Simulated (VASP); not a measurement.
## Pt: single point with LDA

Crystal: Pt.

```xyz
2
Lattice="0.0000 2.3141 2.3141 2.3141 0.0000 2.3141 2.3141 2.3141 0.0000" Properties=species:S:1:pos:R:3 pbc="T T T"
Pt   -0.5785   -0.5785   -0.5785
Pt    0.5785    0.5785    0.5785
```

This cell differs from its parent crystal: volume scaled by 0.55.

| Item | Value |
| --- | --- |
| Program | VASP 6.6.1 |
| Task | single point |
| Functional | LDA |
| Potentials or basis | VASP PAW LDA potentials, release 64 (Pt) |
| Cutoff | 520 eV |
| k mesh | 12 × 12 × 12 |
| Occupations | fermi-dirac, width 0.1 eV |
| Spin | no spin polarisation |
| Dipole correction | no |
| Further INCAR settings | ALGO = Normal; EDIFF = 1e-07; NBANDS = 17 |

| Property | Result |
| --- | --- |
| Pressure | 349.8 GPa |
| Band gap on the k mesh | zero (band 10 reaches 17.67 eV, above the bottom of band 11 at 16.22 eV) |

Levels at points of the mesh, in eV from the Fermi level:
| k point | band 6 | band 7 | band 8 | band 9 | band 10 | band 11 | band 12 | band 13 | band 14 | band 15 |
| --- | --- | --- | --- | --- | --- | --- | --- | --- | --- | --- |
| (0.00, 0.00, 0.00) | -9.68 | -4.72 | -4.72 | -4.72 | 0.54 | 0.54 | 11.19 | 12.21 | 12.21 | 12.21 |
| (0.50, 0.00, 0.00) | -10.07 | -4.56 | -3.09 | -3.09 | -0.91 | -0.91 | 1.06 | 8.97 | 12.78 | 12.78 |
| (0.50, 0.50, 0.00) | -6.72 | -6.32 | -6.32 | -0.42 | -0.42 | 1.82 | 1.82 | 3.70 | 3.70 | 12.67 |

Run time: 14 s on 1 thread of Intel(R) Xeon(R) Platinum 8488C (Sapphire Rapids), on a shared host, peak memory 0.14 GiB.

Caveat: spin-orbit coupling is left out, which moves the levels of the heavy elements.
